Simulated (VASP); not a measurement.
Runs of VASP 6.6.1 on TiO. The structure is that of space group P-6m2 (No. 187), or close to it. The cells are those of the table. 

```tsv
cell	gap on the mesh (eV)	pressure (GPa)
a = 2.835, b = 2.835, c = 2.458 Å, angles 90.0, 90.0, 120.0°, 2 atoms	none	38.9
a = 2.696, b = 2.696, c = 2.682 Å, angles 90.0, 90.0, 120.0°, 2 atoms	none	(a)
a = 2.649, b = 2.649, c = 2.458 Å, angles 90.0, 90.0, 120.0°, 2 atoms	none	105.1
a = 2.789, b = 2.789, c = 2.458 Å, angles 90.0, 90.0, 120.0°, 2 atoms	none	(b)
a = 2.742, b = 2.742, c = 2.570 Å, angles 90.0, 90.0, 120.0°, 2 atoms	none	43.2
a = 2.649, b = 2.649, c = 2.682 Å, angles 90.0, 90.0, 120.0°, 2 atoms	none	51.6
a = 2.742, b = 2.742, c = 2.458 Å, angles 90.0, 90.0, 120.0°, 2 atoms	none	67.2
a = 2.649, b = 2.649, c = 2.570 Å, angles 90.0, 90.0, 120.0°, 2 atoms	none	75.2
```

Alike in all rows: task single point; level PBEsol; potentials or basis VASP PAW PBE potentials, release 64 (Ti_sv, O); no spin polarisation; k mesh 18 × 18 × 16; cutoff (eV) 520; smearing gaussian 0.15 eV.

Q: Estimate the missing entries.

A: (a) 37.0; (b) 52.0.

Caveats: the cell stands under pressure; the PAW data sets were made with another functional, which shifts forces and pressure a little; semilocal functionals often make such compounds metallic where correlation or magnetic order opens a gap, which also shifts bond lengths.

A gap of «none» marks levels without a gap at the run's occupations.
